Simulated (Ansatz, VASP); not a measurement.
# Li3H2 in VASP and in Ansatz

File INCAR:

```
PREC = Accurate ; ENCUT = 600
EDIFF = 1E-6 ; ISMEAR = 0
SIGMA = 0.1 ; LREAL = False
LASPH = True ; NELM = 80
ALGO = Normal ; ISIF = 3
LWAVE = False ; LCHARG = False
GGA = PE ; IBRION = 2
NSW = 90 ; EDIFFG = -0.04
```

File KPOINTS:

```
regular mesh
0
Gamma
  6 6 6
```

POSCAR

```
Li3H2
1.0
    1.4522592927      0.8384622936      6.7319584885
   -1.4522592927      0.8384622936      6.7319584885
    0.0000000000     -1.6769245871      6.7319584885
Li H
3 2
Direct
    0.0000000000      0.0000000000      0.0000000000
    0.2095000000      0.2095000000      0.2095000000
    0.7905000000      0.7905000000      0.7905000000
    0.4000000000      0.4000000000      0.4000000000
    0.6000000000      0.6000000000      0.6000000000
```

Input for Ansatz:

```yaml
crystal:
  lattice:
    - [1.4522592927, 0.8384622936, 6.7319584885]
    - [-1.4522592927, 0.8384622936, 6.7319584885]
    - [0.0, -1.6769245871, 6.7319584885]
  atoms:
    - { symbol: Li, position: [0.0, 0.0, 0.0] }
    - { symbol: Li, position: [0.2095, 0.2095, 0.2095] }
    - { symbol: Li, position: [0.7905, 0.7905, 0.7905] }
    - { symbol: H, position: [0.4, 0.4, 0.4] }
    - { symbol: H, position: [0.6, 0.6, 0.6] }
basis:
  ecutwfc: 420
kpoints:
  mp_grid: { grid: [6, 6, 6] }
hamiltonian:
  xc: pbe
scf:
  occupations: { method: gaussian, width: 0.1 }
  lower_state_search: "off"
output:
  forces: true
  stress: true
  eigenvalues: true
relax:
  adjacent_minimum: "off"
  f_tol: 0.04
  max_steps: 70
  cell: { stress_tol: 0.4 }
```

Alike in both runs: task relaxation of cell and atoms; functional PBE; k mesh 6 × 6 × 6; occupations gaussian, width 0.1 eV; no spin polarisation.

|  | VASP | Ansatz |
| --- | --- | --- |
| version | VASP 6.6.1 | Ansatz 0.2.0 |
| potentials or method | VASP PAW PBE potentials, release 64 (Li_sv, H), cutoff 600 eV | scalar-relativistic, plane waves, PAW |
| valence electrons in the cell | 11 | 11 |

|  | VASP | Ansatz | Ansatz less VASP |
| --- | --- | --- | --- |
| gap on the k mesh at the Fermi level, each at its own relaxed structure (eV) | none | none | - |
| relaxed volume (Å³/atom) | 10.07 | 10.14 | +0.069 |
| relaxed length of the cell vector where the two differ most in proportion (Å) | 7.518 | 7.523 | +0.0044 |

A gap of «none» marks a metal or a gap that the smearing closes.

The k mesh is coarse, so the values compare programs but aren't converged. Noted on VASP's run: the cutoff is under 1.25 times that of the potentials, so the pressure is a little rough.
